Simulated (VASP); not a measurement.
# AlN (Pmn2_1) in VASP: a series of runs

AlN is run at these levels: r2SCAN; tasks: single point.

Everything below comes from runs of VASP 6.6.1. Logs are shortened: lines on timing, memory, paths and dates and some standing lists are left out, and cuts for length are marked.

**1. The cell of the first run**

It takes space group Pmn2_1 (No. 31, orthorhombic). Conventional cell: a = 3.090 Å, b = 10.270 Å, c = 4.370 Å, α = 90.00°, β = 90.00°, γ = 90.00°. Within 2.5 Å of Al (site symmetry m) lie 4 N at 1.89 Å. Al (site symmetry m) has 4 N at 1.89 Å within 2.5 Å. Al (site symmetry m) has 3 N at 1.89 Å within 2.5 Å. Within 2.5 Å of N (site symmetry m) lie 4 Al at 1.89 Å. Within 2.5 Å of N (site symmetry m) lie 4 Al at 1.89 Å. N (site symmetry m) has 3 Al at 1.89 Å within 2.5 Å.

**2. Single point, r2SCAN**

Input file POSCAR:

```
AlN
1.0
    4.3698012523      0.0000000000      0.0000000000
    0.0000000000      2.1849006262     -2.1849006262
    0.0000000000      7.2618086597      7.2618086597
Al N
6 6
Direct
    0.0000000000      0.0000000000      0.2256416137
    0.5000000000      0.5000000000      0.3760793854
    0.0000000000      0.0000000000      0.5265171571
    0.5000000000      0.5000000000      0.6769549288
    0.0000000000      0.0000000000      0.8273927004
    0.5000000000      0.5000000000      0.0752038421
    0.7500000000      0.0000000000      0.3760793854
    0.2500000000      0.5000000000      0.5265171571
    0.7500000000      0.0000000000      0.6769549288
    0.2500000000      0.5000000000      0.8273927004
    0.7500000000      0.0000000000      0.0752038421
    0.2500000000      0.5000000000      0.2256416137
```

Input file INCAR.step1:

```
SYSTEM = AlN
ALGO = Normal ; EDIFF = 1E-4
ENCUT = 520 ; GGA = PE
ISMEAR = 0 ; LASPH = .True.
LCHARG = .False. ; LREAL = .False.
LWAVE = .True. ; NBANDS = 36
NELM = 100 ; PREC = Accurate
SIGMA = 0.05
```

Input file INCAR.step2:

```
SYSTEM = AlN
ALGO = Normal ; EDIFF = 1E-6
ENCUT = 520 ; ISIF = 2
ISMEAR = 0 ; ISTART = 1
LASPH = .True. ; LCHARG = .False.
LMIXTAU = .True. ; LREAL = .False.
LWAVE = .False. ; METAGGA = R2SCAN
NBANDS = 36 ; NELM = 100
PREC = Accurate ; SIGMA = 0.05
```

Input file KPOINTS:

```
k-points
0
Gamma
  5 7 3
  0 0 0
```

Potentials or basis: VASP PAW PBE potentials, release 64 (Al, N).

Command:

```
cat potpaw_PBE.64/Al/POTCAR potpaw_PBE.64/N/POTCAR > POTCAR
cp INCAR.step1 INCAR
mpirun -np 1 vasp_std > vasp.out
cp INCAR.step2 INCAR
mpirun -np 1 vasp_std > vasp.out
```

OUTCAR:

```text
SYSTEM = AlN
   EDIFF = 1E-6
   ENCUT = 520
   ISIF = 2
   ISMEAR = 0
   ISTART = 1
   LASPH = .True.
   LREAL = .False.
   METAGGA = R2SCAN
   NELM = 100
   PREC = Accurate

 ion  position               nearest neighbor table
   1  0.000  0.000  0.226-  11 1.89  12 1.89  12 1.89   7 1.89   6 3.09   6 3.09   6 3.09   6 3.09
                             2 3.09   2 3.09   2 3.09   2 3.09   3 3.09
   2  0.500  0.500  0.376-   7 1.89   7 1.89  12 1.89   8 1.89   6 3.09   1 3.09   1 3.09   1 3.09
                             1 3.09   3 3.09   3 3.09   3 3.09   3 3.09   4 3.09
   3  0.000  0.000  0.527-   8 1.89   8 1.89   9 1.89   7 1.89   5 3.09   4 3.09   4 3.09   4 3.09
                             4 3.09   2 3.09   2 3.09   2 3.09   2 3.09   1 3.09
   4  0.500  0.500  0.677-  10 1.89   9 1.89   9 1.89   8 1.89   5 3.09   5 3.09   5 3.09   5 3.09
                             3 3.09   3 3.09   3 3.09   3 3.09   2 3.09
   5  0.000  0.000  0.827-   9 1.89  10 1.89  10 1.89   3 3.09   4 3.09   4 3.09   4 3.09   4 3.09

   6  0.500  0.500  0.075-  12 1.89  11 1.89  11 1.89   2 3.09   1 3.09   1 3.09   1 3.09   1 3.09

   7  0.750  0.000  0.376-   2 1.89   2 1.89   1 1.89   3 1.89
   8  0.250  0.500  0.527-   3 1.89   3 1.89   4 1.89   2 1.89
   9  0.750  0.000  0.677-   5 1.89   4 1.89   4 1.89   3 1.89
  10  0.250  0.500  0.827-   4 1.89   5 1.89   5 1.89
  11  0.750  0.000  0.075-   1 1.89   6 1.89   6 1.89
  12  0.250  0.500  0.226-   6 1.89   1 1.89   1 1.89   2 1.89

  LATTYP: Found a simple orthorhombic cell.
 ALAT       =     3.0899160980
 B/A-ratio  =     1.4142135623
 C/A-ratio  =     3.3236333830

  Lattice vectors:

 A1 = (   0.0000000000,  -2.1849006262,   2.1849006262)
 A2 = (   4.3698012523,   0.0000000000,   0.0000000000)
 A3 = (   0.0000000000,   7.2618086597,   7.2618086597)

Analysis of symmetry for initial positions (statically):
=====================================================================
 Subroutine PRICEL returns:
 Original cell was already a primitive cell.

 Routine SETGRP: Setting up the symmetry group for a
 simple orthorhombic supercell.

 Subroutine GETGRP returns: Found  4 space group operations
 (whereof  2 operations were pure point group operations)
 out of a pool of  8 trial point group operations.

The static configuration has the point symmetry C_1h.
 The point group associated with its full space group is C_2v.

Analysis of symmetry for dynamics (positions and initial velocities):
=====================================================================
 Subroutine PRICEL returns:
 Original cell was already a primitive cell.

 Routine SETGRP: Setting up the symmetry group for a
 simple orthorhombic supercell.

 Subroutine GETGRP returns: Found  4 space group operations
 (whereof  2 operations were pure point group operations)
 out of a pool of  8 trial point group operations.

The dynamic configuration has the point symmetry C_1h.
 The point group associated with its full space group is C_2v.

 Subroutine INISYM returns: Found  4 space group operations
 (whereof  2 operations are pure point group operations),
 and found     1 'primitive' translations

----------------------------------------------------------------------------------------

                                     Primitive cell

  volume of cell :     138.6654

  direct lattice vectors                    reciprocal lattice vectors
     4.369801252  0.000000000  0.000000000     0.228843360  0.000000000  0.000000000
     0.000000000  2.184900626 -2.184900626     0.000000000  0.228843360 -0.228843360
     0.000000000  7.261808660  7.261808660     0.000000000  0.068853370  0.068853370

  length of vectors
     4.369801252  3.089916098 10.269748294     0.228843360  0.323633383  0.097373370

  position of ions in fractional coordinates (direct lattice)
     0.000000000  0.000000000  0.225641614
     0.500000000  0.500000000  0.376079385
     0.000000000  0.000000000  0.526517157
     0.500000000  0.500000000  0.676954929
     0.000000000  0.000000000  0.827392700
     0.500000000  0.500000000  0.075203842
     0.750000000  0.000000000  0.376079385
     0.250000000  0.500000000  0.526517157
     0.750000000  0.000000000  0.676954929
     0.250000000  0.500000000  0.827392700
     0.750000000  0.000000000  0.075203842
     0.250000000  0.500000000  0.225641614

  ion indices of the primitive-cell ions
   primitive index   ion index
                 1           1
                 2           2
                 3           3
                 4           4
                 5           5
                 6           6
                 7           7
                 8           8
                 9           9
                10          10
                11          11
                12          12

----------------------------------------------------------------------------------------

 KPOINTS: k-points

Automatic generation of k-mesh.
 Grid dimensions read from file:
 generate k-points for:    5    7    3

 Generating k-lattice:

  Cartesian coordinates                     Fractional coordinates (reciprocal lattice)
     0.045768672  0.000000000  0.000000000     0.200000000  0.000000000  0.000000000
     0.000000000  0.032691909 -0.032691909     0.000000000  0.142857143  0.000000000
     0.000000000  0.022951123  0.022951123     0.000000000  0.000000000  0.333333333

  Length of vectors
     0.045768672  0.046233340  0.032457790

  Shift w.r.t. Gamma in fractional coordinates (k-lattice)
     0.000000000  0.000000000  0.000000000

 Subroutine IBZKPT returns following result:
 ===========================================

 Found     24 irreducible k-points:

 Following reciprocal coordinates:
            Coordinates               Weight
  0.000000  0.000000  0.000000      1.000000
  0.200000  0.000000  0.000000      2.000000
  0.400000  0.000000  0.000000      2.000000
  0.000000  0.142857  0.000000      2.000000
  0.200000  0.142857  0.000000      4.000000
  0.400000  0.142857  0.000000      4.000000
[... 16 lines left out ...]
  0.200000  0.428571  0.333333      8.000000
  0.400000  0.428571  0.333333      8.000000
   k-points           NKPTS =     24   k-points in BZ     NKDIM =     24   number of bands    NBANDS=     36
   number of dos      NEDOS =    301   number of ions     NIONS =     12
   total plane-waves  NPLWV =  61440
   dimension x,y,z NGX =    32 NGY =   24 NGZ =   80
   dimension x,y,z NGXF=    64 NGYF=   48 NGZF=  160
   ions per type =               6   6
   NGX,Y,Z   is equivalent  to a cutoff of  12.17, 12.91, 12.95 a.u.
   NGXF,Y,Z  is equivalent  to a cutoff of  24.35, 25.83, 25.90 a.u.
 SYSTEM =  AlN
   PREC   = accura    normal or accurate (medium, high low for compatibility)
   ISTART =      1    job   : 0-new  1-cont  2-samecut
   ICHARG =      0    charge: 1-file 2-atom 10-const
   ISPIN  =      1    spin polarized calculation?
   LNONCOLLINEAR =      F non collinear calculations
   LSORBIT =      F    spin-orbit coupling
   LASPH  =      T    aspherical Exc in radial PAW
   ENCUT  =  520.0 eV  38.22 Ry    6.18 a.u.   8.12  5.75 19.09*2*pi/ulx,y,z
   NELM   =    100;   NELMIN=  2; NELMDL=  0     # of ELM steps
   EDIFF  = 0.1E-05   stopping-criterion for ELM
   LREAL  =      F    real-space projection
   EDIFFG = 0.1E-04   stopping-criterion for IOM
   NSW    =      0    number of steps for IOM
   IBRION =     -1    ionic relax: 0-MD 1-quasi-New 2-CG
   NFREE  =      0    steps in history (QN), initial steepest desc. (CG)
   ISIF   =      2    stress and relaxation
   ISYM   =      2    0-nonsym 1-usesym 2-fastsym
   POTIM  = 0.5000    time-step for ionic-motion
   TEBEG  =    0.0;   TEEND  =   0.0 temperature during run
   PSTRESS=    0.0 pullay stress
   NELECT =      48.0000    total number of electrons
   NUPDOWN=      -1.0000    fix difference up-down
   EMIN   =  10.00;   EMAX   =-10.00  energy-range for DOS
   EFERMI =   0.00;   METHOD = LEGACY
   ISMEAR =     0;   SIGMA  =   0.05  broadening in eV -4-tet -1-fermi 0-gaus
   EFERMI_NEDOS =   21; number of points for ismear=-14 and -15
   IALGO  =     38    algorithm
   IMIX   =      4    mixing-type and parameters
     AMIX     =   0.40;   BMIX     =  1.00
     AMIX_MAG =   1.60;   BMIX_MAG =  1.00
  volume/ion in A,a.u.               =      11.56        77.98
  Fermi-wavevector in a.u.,A,eV,Ry     =   1.149474  2.172191 17.977251  1.321291
  Thomas-Fermi vector in A             =   2.286144
   LORBIT       =      0    0 simple, 1 ext, 2 COOP (PROOUT), +10 PAW based schemes
   METAGGA = R2SCAN    functional components
   LHFCALC =     F    Hartree Fock is set to
   AEXX    =    0.0000 exact exchange contribution
   IVDW    =     0    specifies the selected vdW correction
   LEPSILON=     F    determine dielectric tensor
   LRPA    =     F    only Hartree local field effects (RPA)
 non-spin polarized calculation
 Gauss-broadening in eV      SIGMA  =   0.05
  energy-cutoff  :      520.00
  volume of cell :      138.67
 maximum number of plane-waves:      3751
   NGX = 17   NGY = 11   NGZ = 39

 number of electron      48.0000008 magnetization

 Free energy of the ion-electron system (eV)
  ---------------------------------------------------
  ext. energy  EPLUGINS =         0.00000000
  ---------------------------------------------------
  free energy    TOTEN  =      -111.95602246 eV

  energy without entropy =     -111.95602246  energy(sigma->0) =     -111.95602246

 E-fermi :   5.1242     XC(G=0): -10.8867

 val. band max:        4.9098692369   @ k =   0.0000   0.0000   0.3333
 cond. band min:       8.0922343224   @ k =   0.0000   0.0000   0.0000
 fundamental gap:      3.1823650856
 Fermi energy:         5.1242045455

 k-point     1 :       0.0000    0.0000    0.0000
  band No.  band energies     occupation
      1     -10.9827      2.00000
      2     -10.2658      2.00000
      3      -9.4531      2.00000
      4      -8.6746      2.00000
      5      -8.3213      2.00000
      6      -8.1192      2.00000
[... 925 lines left out ...]
     35      15.5740      0.00000
     36      15.8148      0.00000

------------------------ aborting loop because EDIFF is reached ----------------------------------------

  FORCE on cell =-STRESS in cart. coord.  units (eV):
  Direction    XX          YY          ZZ          XY          YZ          ZX
  --------------------------------------------------------------------------------------
  -------------------------------------------------------------------------------------
  Total       -4.7802598     -6.4311253     -6.4311253      0.0000000     -4.7477825      0.0000000
  in kB      -55.2324001    -74.3069409    -74.3069409      0.0000000    -54.8571485      0.0000000
  external PRESSURE =     -67.9487606 kB  Pullay stress =       0.0000000 kB

 VOLUME and BASIS-vectors are now :
 -----------------------------------------------------------------------------
  energy-cutoff  :      520.00
  volume of cell :      138.67
      direct lattice vectors                 reciprocal lattice vectors
     4.369801252  0.000000000  0.000000000     0.228843360  0.000000000  0.000000000
     0.000000000  2.184900626 -2.184900626     0.000000000  0.228843360 -0.228843360
     0.000000000  7.261808660  7.261808660     0.000000000  0.068853370  0.068853370

 POSITION                                       TOTAL-FORCE (eV/Angst)
 -----------------------------------------------------------------------------------
      0.00000      1.63857      1.63857        -0.259158     -0.507882     -0.507882
      2.18490      3.82347      1.63857         0.131481     -0.018913     -0.018913
      0.00000      3.82347      3.82347         0.131481      0.018913      0.018913
      2.18490      6.00837      3.82347        -0.259158      0.507882      0.507882
      0.00000      6.00837      6.00837         1.467829      0.372573      0.372573
      2.18490      1.63857     -0.54633         1.467829     -0.372573     -0.372573
      3.27735      2.73102      2.73102        -0.012248      0.127348      0.127348
      1.09245      4.91592      2.73102        -0.012248     -0.127348     -0.127348
      3.27735      4.91592      4.91592        -0.233205      0.317572      0.317572
      1.09245      7.10082      4.91592        -1.094698      0.887938      0.887938
      3.27735      0.54612      0.54612        -1.094698     -0.887938     -0.887938
      1.09245      2.73102      0.54612        -0.233205     -0.317572     -0.317572
 -----------------------------------------------------------------------------------
    total drift:                                0.000982      0.000109      0.000109

  FREE ENERGIE OF THE ION-ELECTRON SYSTEM (eV)
  ---------------------------------------------------
  free  energy   TOTEN  =      -111.9560224597 eV

  energy  without entropy=     -111.9560224597  energy(sigma->0) =     -111.95602246
```

Wall time 2.7 min (1 thread of Intel Xeon 6975P-C (Granite Rapids), shared host); peak memory 0.29 GiB.

Results:

- Free energy: -111.9560 eV
- Pressure: -6.8 GPa
- Largest force: 1.666 eV/Å
- Band gap on the k mesh: 3.18 eV, indirect (least direct gap 3.19 eV)

Forces on the atoms (eV/Å):
```
Al  -0.259 -0.508 -0.508
Al   0.131 -0.019 -0.019
Al   0.131  0.019  0.019
Al  -0.259  0.508  0.508
Al   1.468  0.373  0.373
Al   1.468 -0.373 -0.373
N   -0.012  0.127  0.127
N   -0.012 -0.127 -0.127
N   -0.233  0.318  0.318
N   -1.095  0.888  0.888
N   -1.095 -0.888 -0.888
N   -0.233 -0.318 -0.318
```

Caveat: the PAW data sets were made with another functional, which shifts forces and pressure a little. A k mesh can miss the band edges.

(Continued in part 2 of 3.)
